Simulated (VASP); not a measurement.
# Ta (P-1) in VASP: further runs

Runs on Ta. Level: PBEsol. Tasks: single point, relaxation of cell and atoms.

All numbers are computed with VASP 6.6.1; they aren't measurements. Logs are shortened: lines on timing, memory, paths and dates and some standing lists are left out, and cuts for length are marked.

## 1. The cell of the first run

The typed cell holds 1 atom: a = 2.849 Å, b = 2.831 Å, c = 2.842 Å, α = 108.59°, β = 109.92°, γ = 109.88°.

## 2. Single point, PBEsol

Contents of INCAR:

```
SYSTEM = Ta
ALGO = Fast
EDIFF = 1E-7
ENCUT = 520
GGA = PS
ISIF = 2
ISMEAR = 0
LASPH = .True.
LCHARG = .False.
LREAL = .False.
LWAVE = .False.
NBANDS = 12
NELM = 60
PREC = Accurate
SIGMA = 0.15
```

Contents of KPOINTS:

```
k-points
0
Gamma
  14 14 14
  0 0 0
```

Contents of POSCAR:

```
Ta
1.0
   -1.6585262159      1.6368185764      1.6392405458
    1.6505734347     -1.6291300972      1.6235992853
    1.6603614249      1.6309653061     -1.6315520666
Ta
1
Direct
    0.0000000000      0.0000000000      0.0000000000
```

Potentials or basis: VASP PAW PBE potentials, release 64 (Ta_pv).

The run is started by

```
$ cat potpaw_PBE.64/Ta_pv/POTCAR > POTCAR
$ mpirun -np 1 vasp_std > vasp.out
```

OUTCAR:

```text
SYSTEM = Ta
   EDIFF = 1E-7
   ENCUT = 520
   GGA = PS
   ISIF = 2
   ISMEAR = 0
   LASPH = .True.
   LREAL = .False.
   NELM = 60
   PREC = Accurate

 ion  position               nearest neighbor table
   1  0.000  0.000  0.000-

  LATTYP: Found a triclinic cell.
 ALAT       =     2.8423247592
 B/A-ratio  =     1.6208516887
 C/A-ratio  =     1.0023604206
 COS(alpha) =     0.0012209095
 COS(beta)  =     0.3406651045
 COS(gamma) =     0.8128802184

  Lattice vectors:

 A1 = (  -1.6603614249,  -1.6309653061,   1.6315520666)
 A2 = (  -0.0097879902,  -3.2600954033,   3.2551513519)
 A3 = (  -1.6585262159,   1.6368185764,   1.6392405458)

Analysis of symmetry for initial positions (statically):
=====================================================================
 Subroutine PRICEL returns:
 Original cell was already a primitive cell.

 Routine SETGRP: Setting up the symmetry group for a
 triclinic supercell.

 Subroutine GETGRP returns: Found  2 space group operations
 (whereof  2 operations were pure point group operations)
 out of a pool of  2 trial point group operations.

The static configuration has the point symmetry S_2 .

Analysis of symmetry for dynamics (positions and initial velocities):
=====================================================================
 Subroutine PRICEL returns:
 Original cell was already a primitive cell.

 Routine SETGRP: Setting up the symmetry group for a
 triclinic supercell.

 Subroutine GETGRP returns: Found  2 space group operations
 (whereof  2 operations were pure point group operations)
 out of a pool of  2 trial point group operations.

The dynamic configuration has the point symmetry S_2 .

 Subroutine INISYM returns: Found  2 space group operations
 (whereof  2 operations are pure point group operations),
 and found     1 'primitive' translations

----------------------------------------------------------------------------------------

                                     Primitive cell

  volume of cell :      17.6508

  direct lattice vectors                    reciprocal lattice vectors
    -1.658526216  1.636818576  1.639240546     0.000565213  0.305298068  0.305763466
     1.650573435 -1.629130097  1.623599285     0.302767933 -0.000892871  0.307221551
     1.660361425  1.630965306 -1.631552067     0.301860008  0.305848227  0.000015054

  length of vectors
     2.849033841  2.830994909  2.842324759     0.432086250  0.431340121  0.429723868

  position of ions in fractional coordinates (direct lattice)
     0.000000000  0.000000000  0.000000000

  ion indices of the primitive-cell ions
   primitive index   ion index
                 1           1

----------------------------------------------------------------------------------------

 KPOINTS: k-points

Automatic generation of k-mesh.
 Grid dimensions read from file:
 generate k-points for:   14   14   14

 Generating k-lattice:

  Cartesian coordinates                     Fractional coordinates (reciprocal lattice)
     0.000040372  0.021807005  0.021840248     0.071428571  0.000000000  0.000000000
     0.021626281 -0.000063776  0.021944396     0.000000000  0.071428571  0.000000000
     0.021561429  0.021846302  0.000001075     0.000000000 -0.000000000  0.071428571

  Length of vectors
     0.030863304  0.030810009  0.030694562

  Shift w.r.t. Gamma in fractional coordinates (k-lattice)
     0.000000000  0.000000000  0.000000000

 Subroutine IBZKPT returns following result:
 ===========================================

 Found   1376 irreducible k-points:

 Following reciprocal coordinates:
            Coordinates               Weight
  0.000000  0.000000  0.000000      1.000000
  0.071429 -0.000000 -0.000000      2.000000
  0.142857 -0.000000  0.000000      2.000000
  0.214286 -0.000000 -0.000000      2.000000
  0.285714 -0.000000 -0.000000      2.000000
  0.357143 -0.000000 -0.000000      2.000000
[... 16 lines left out ...]
 -0.000000  0.142857  0.000000      2.000000
  0.071429  0.142857  0.000000      2.000000
 [... further k-points ...]
   k-points           NKPTS =   1376   k-points in BZ     NKDIM =   1376   number of bands    NBANDS=     12
   number of dos      NEDOS =    301   number of ions     NIONS =      1
   total plane-waves  NPLWV =  13824
   dimension x,y,z NGX =    24 NGY =   24 NGZ =   24
   dimension x,y,z NGXF=    48 NGYF=   48 NGZF=   48
   ions per type =               1
   NGX,Y,Z   is equivalent  to a cutoff of  14.00, 14.09, 14.04 a.u.
   NGXF,Y,Z  is equivalent  to a cutoff of  28.01, 28.19, 28.07 a.u.
 SYSTEM =  Ta
   PREC   = accura    normal or accurate (medium, high low for compatibility)
   ISTART =      0    job   : 0-new  1-cont  2-samecut
   ICHARG =      2    charge: 1-file 2-atom 10-const
   ISPIN  =      1    spin polarized calculation?
   LNONCOLLINEAR =      F non collinear calculations
   LSORBIT =      F    spin-orbit coupling
   LASPH  =      T    aspherical Exc in radial PAW
   ENCUT  =  520.0 eV  38.22 Ry    6.18 a.u.   5.30  5.26  5.28*2*pi/ulx,y,z
   NELM   =     60;   NELMIN=  2; NELMDL= -5     # of ELM steps
   EDIFF  = 0.1E-06   stopping-criterion for ELM
   LREAL  =      F    real-space projection
   EDIFFG = 0.1E-05   stopping-criterion for IOM
   NSW    =      0    number of steps for IOM
   IBRION =     -1    ionic relax: 0-MD 1-quasi-New 2-CG
   NFREE  =      0    steps in history (QN), initial steepest desc. (CG)
   ISIF   =      2    stress and relaxation
   ISYM   =      2    0-nonsym 1-usesym 2-fastsym
   POTIM  = 0.5000    time-step for ionic-motion
   TEBEG  =    0.0;   TEEND  =   0.0 temperature during run
   PSTRESS=    0.0 pullay stress
   NELECT =      11.0000    total number of electrons
   NUPDOWN=      -1.0000    fix difference up-down
   EMIN   =  10.00;   EMAX   =-10.00  energy-range for DOS
   EFERMI =   0.00;   METHOD = LEGACY
   ISMEAR =     0;   SIGMA  =   0.15  broadening in eV -4-tet -1-fermi 0-gaus
   EFERMI_NEDOS =   21; number of points for ismear=-14 and -15
   IALGO  =     68    algorithm
   IMIX   =      4    mixing-type and parameters
     AMIX     =   0.40;   BMIX     =  1.00
     AMIX_MAG =   1.60;   BMIX_MAG =  1.00
  volume/ion in A,a.u.               =      17.65       119.11
  Fermi-wavevector in a.u.,A,eV,Ry     =   1.398355  2.642508 26.604797  1.955397
  Thomas-Fermi vector in A             =   2.521521
   LORBIT       =      0    0 simple, 1 ext, 2 COOP (PROOUT), +10 PAW based schemes
   GGA     = PS    functional components
   LHFCALC =     F    Hartree Fock is set to
   AEXX    =    0.0000 exact exchange contribution
   IVDW    =     0    specifies the selected vdW correction
   LEPSILON=     F    determine dielectric tensor
   LRPA    =     F    only Hartree local field effects (RPA)
 non-spin polarized calculation
 RMM-DIIS sequential band-by-band and
 Gauss-broadening in eV      SIGMA  =   0.15
  energy-cutoff  :      520.00
  volume of cell :       17.65
 maximum number of plane-waves:       486
 NGX is ok and might be reduce to    24
   NGX = 11   NGY = 11   NGZ = 11

 number of electron      11.0000002 magnetization

 Free energy of the ion-electron system (eV)
  ---------------------------------------------------
  ext. energy  EPLUGINS =         0.00000000
  ---------------------------------------------------
  free energy    TOTEN  =       -12.56166836 eV

  energy without entropy =      -12.55007493  energy(sigma->0) =      -12.55587164

 E-fermi :   5.4755     XC(G=0): -12.8328

 val. band max:        5.4752110674   @ k =   0.1429  -0.2143   0.4286
 cond. band min:       5.4770837598   @ k =  -0.0714  -0.3571   0.3571
 fundamental gap:      0.0018726923
 Fermi energy:         5.4754998798

 k-point     1 :       0.0000    0.0000    0.0000
  band No.  band energies     occupation
      1     -27.4729      2.00000
      2     -27.4654      2.00000
      3     -27.4504      2.00000
      4      -2.5217      2.00000
      5       6.0985      0.00000
      6       6.1822      0.00000
      7       6.3305      0.00000
      8       9.4211      0.00000
      9       9.6686      0.00000
     10      20.4469      0.00000
     11      20.6665      0.00000
     12      20.7601      0.00000

 k-point     2 :       0.0714   -0.0000   -0.0000
  band No.  band energies     occupation
      1     -27.5369      2.00000
      2     -27.4878      2.00000
      3     -27.4535      2.00000
      4      -2.2866      2.00000
      5       5.9477      0.00001
      6       6.2626      0.00000
      7       6.4154      0.00000
      8       9.4227      0.00000
      9       9.4455      0.00000
     10      20.8591      0.00000
     11      20.9642      0.00000
     12      21.2810      0.00000

 k-point     3 :       0.1429   -0.0000    0.0000
  band No.  band energies     occupation
      1     -27.7223      2.00000
      2     -27.5452      2.00000
      3     -27.4572      2.00000
      4      -1.6237      2.00000
      5       5.5464      0.50410
      6       6.0106      0.00000
      7       7.0902      0.00000
      8       9.0732      0.00000
      9       9.4852      0.00000
     10      21.3894      0.00000
     11      22.0416      0.00000
     12      22.2515      0.00000

 k-point     4 :       0.2143   -0.0000   -0.0000
  band No.  band energies     occupation
      1     -27.9816      2.00000
      2     -27.6280      2.00000
      3     -27.4615      2.00000
      4      -0.6731      2.00000
      5       5.0265      1.99998
      6       5.5733      0.35653
      7       8.1786      0.00000
      8       9.0290      0.00000
      9       9.6159      0.00000
     10      20.2087      0.00000
     11      21.3641      0.00000
     12      23.2362      0.00000

 k-point     5 :       0.2857   -0.0000   -0.0000
  band No.  band energies     occupation
      1     -28.2582      2.00000
      2     -27.7186      2.00000
      3     -27.4660      2.00000
      4       0.2809      2.00000
      5       4.5143      2.00000
      6       5.3321      1.82371
      7       9.2841      0.00000
      8       9.6072      0.00000
      9       9.8525      0.00000
     10      20.1969      0.00000
     11      20.3303      0.00000
     12      21.7793      0.00000
[... 228 lines left out ...]
      1     -27.6646      2.00000
      2     -27.5012      2.00000
      3     -27.4795      2.00000
      4      -1.8393      2.00000
      5       5.7756      0.00467
      6       5.9619      0.00000
      7       6.9398      0.00000
      8       8.9745      0.00000
      9       9.6063      0.00000
     10      21.2118      0.00000
     11      21.8304      0.00000
     12      22.1597      0.00000

 k-point    22 :      -0.0714    0.0714    0.0000
  band No.  band energies     occupation
      1     -27.5321      2.00000
      2     -27.4802      2.00000
      3     -27.4658      2.00000
      4      -2.2886      2.00000
      5       6.0738      0.00000
      6       6.0953      0.00000
      7       6.4822      0.00000
      8       9.2088      0.00000
      9       9.6331      0.00000
     10      20.7389      0.00000
     11      21.1368      0.00000
     12      21.2291      0.00000

 k-point    23 :      -0.0000    0.1429    0.0000
  band No.  band energies     occupation
      1     -27.7142      2.00000
      2     -27.5416      2.00000
      3     -27.4719      2.00000
      4      -1.6268      2.00000
      5       5.7142      0.02442
      6       5.9293      0.00002
      7       7.1054      0.00000
      8       8.8239      0.00000
      9       9.6031      0.00000
     10      21.2163      0.00000
     11      22.0575      0.00000
     12      22.2673      0.00000

 k-point    24 :       0.0714    0.1429    0.0000
  band No.  band energies     occupation
      1     -27.8786      2.00000
      2     -27.5736      2.00000
      3     -27.4946      2.00000
      4      -1.0175      2.00000
      5       5.4293      1.33704
      6       5.5779      0.33444
      7       7.8225      0.00000
      8       8.6310      0.00000
      9       9.7458      0.00000
     10      20.2100      0.00000
     11      21.6191      0.00000
     12      22.9224      0.00000

 [... further k-points ...]
[... 5 lines left out ...]
  --------------------------------------------------------------------------------------
  -------------------------------------------------------------------------------------
  Total       -0.0870971      0.1219601      0.1440201     -0.0113265     -0.0470977      0.0477808
  in kB       -7.9058705     11.0704074     13.0728111     -1.0281131     -4.2750934      4.3370996
  external PRESSURE =       5.4124493 kB  Pullay stress =       0.0000000 kB

 VOLUME and BASIS-vectors are now :
 -----------------------------------------------------------------------------
  energy-cutoff  :      520.00
  volume of cell :       17.65
      direct lattice vectors                 reciprocal lattice vectors
    -1.658526216  1.636818576  1.639240546     0.000565213  0.305298068  0.305763466
     1.650573435 -1.629130097  1.623599285     0.302767933 -0.000892871  0.307221551
     1.660361425  1.630965306 -1.631552067     0.301860008  0.305848227  0.000015054

 POSITION                                       TOTAL-FORCE (eV/Angst)
 -----------------------------------------------------------------------------------
      0.00000      0.00000      0.00000         0.000000     -0.000000      0.000000
 -----------------------------------------------------------------------------------
    total drift:                                0.000000     -0.000000     -0.000000

  FREE ENERGIE OF THE ION-ELECTRON SYSTEM (eV)
  ---------------------------------------------------
  free  energy   TOTEN  =       -12.5616683588 eV

  energy  without entropy=      -12.5500749290  energy(sigma->0) =      -12.55587164
```

It took 3 min on 1 thread of AMD EPYC 9R45 (Zen 5), shared host; peak memory 0.35 GiB.

What came out:

* Free energy: -12.5617 eV
* Pressure: 0.5 GPa
* Band gap on the k mesh: zero (an odd number of electrons rules out a gap without spin polarisation)

Stress tensor (GPa, compression positive):
```
-0.79 -0.10  0.43
-0.10  1.11 -0.43
 0.43 -0.43  1.31
```

Caveat: the PAW data sets were made with another functional, which shifts forces and pressure a little; spin-orbit coupling is left out, which moves the levels of the heavy elements.

## 3. Relaxation of cell and atoms, PBEsol

Contents of INCAR:

```
SYSTEM = Ta
PREC = Accurate
ENCUT = 600
EDIFF = 1E-6
ISMEAR = 0
SIGMA = 0.15
LREAL = .FALSE.
LASPH = .TRUE.
NELM = 100
ALGO = Fast
ISIF = 3
LWAVE = .FALSE.
LCHARG = .FALSE.
GGA = PS
IBRION = 2
NSW = 100
EDIFFG = -0.01
```

Contents of KPOINTS:

```
regular mesh
0
G
  14 14 14
  0 0 0
```

POSCAR is that of step 2.

Potentials or basis: VASP PAW PBE potentials, release 64 (Ta_pv).

The run is started by

```
$ cat potpaw_PBE.64/Ta_pv/POTCAR > POTCAR
$ mpirun -np 1 vasp_std > vasp.out
```

It took 5.7 min on 1 thread of AMD EPYC 9R45 (Zen 5), shared host; peak memory 0.39 GiB.

It converged, with:

```
Free energy                           : -12.5632 eV
Relaxed volume                        : 17.69 Å³/atom
Relaxed cell                          : a = 2.842 Å, b = 2.845 Å, c = 2.843 Å, α = 109.45°, β = 109.47°, γ = 109.50°
Space group after relaxing (to 0.1 Å) : Im-3m (No. 229)
Energy gained by relaxing             : 1.3 meV/atom
Ionic steps                           : 5
Pressure after relaxing               : 0.0 GPa
Band gap on the k mesh                : zero (an odd number of electrons rules out a gap without spin polarisation)
```

Stress tensor (GPa, compression positive):
```
-0.05  0.01 -0.04
 0.01  0.05  0.05
-0.04  0.05  0.08
```

Step by step:
```csv
step,energy change (eV),largest force (eV/Å),pressure (GPa),volume (Å³)
1,0.0000,0.0000,0.60,17.65
2,-0.0007,0.0000,-1.45,17.82
3,-0.0009,0.0000,-0.80,17.77
4,-0.0011,0.0000,0.66,17.64
5,-0.0013,0.0000,0.03,17.69
```

Final structure:
```
CELL_PARAMETERS angstrom
-1.64199 1.64090 1.63998
1.64299 -1.64196 1.64206
1.64173 1.64169 -1.64103
ATOMIC_POSITIONS crystal
Ta 0.00000 0.00000 0.00000
```

Levels at points of the mesh, in eV from the Fermi level:
```csv
k point,band 2,band 3,band 4,band 5,band 6,band 7,band 8,band 9
"(0.00, 0.00, 0.00)",-32.94,-32.94,-7.99,0.72,0.73,0.74,4.06,4.07
"(0.50, 0.00, 0.00)",-33.35,-32.95,-4.46,-1.60,1.71,3.96,5.00,8.00
"(0.00, 0.50, 0.00)",-33.35,-32.95,-4.46,-1.60,1.70,3.96,5.01,7.99
"(0.50, 0.50, 0.00)",-33.35,-32.95,-4.46,-1.59,1.70,3.95,5.00,7.99
"(0.00, 0.00, 0.50)",-33.35,-32.95,-4.46,-1.59,1.70,3.95,5.00,7.99
"(0.50, 0.00, 0.50)",-33.35,-32.95,-4.46,-1.59,1.71,3.95,5.00,8.00
"(0.00, 0.50, 0.50)",-33.35,-32.95,-4.46,-1.60,1.70,3.97,5.02,7.99
"(0.50, 0.50, 0.50)",-33.82,-33.81,-3.91,-3.91,6.99,7.00,7.01,8.82
```

Caveat: the PAW data sets were made with another functional, which shifts forces and pressure a little; spin-orbit coupling is left out, which moves the levels of the heavy elements.
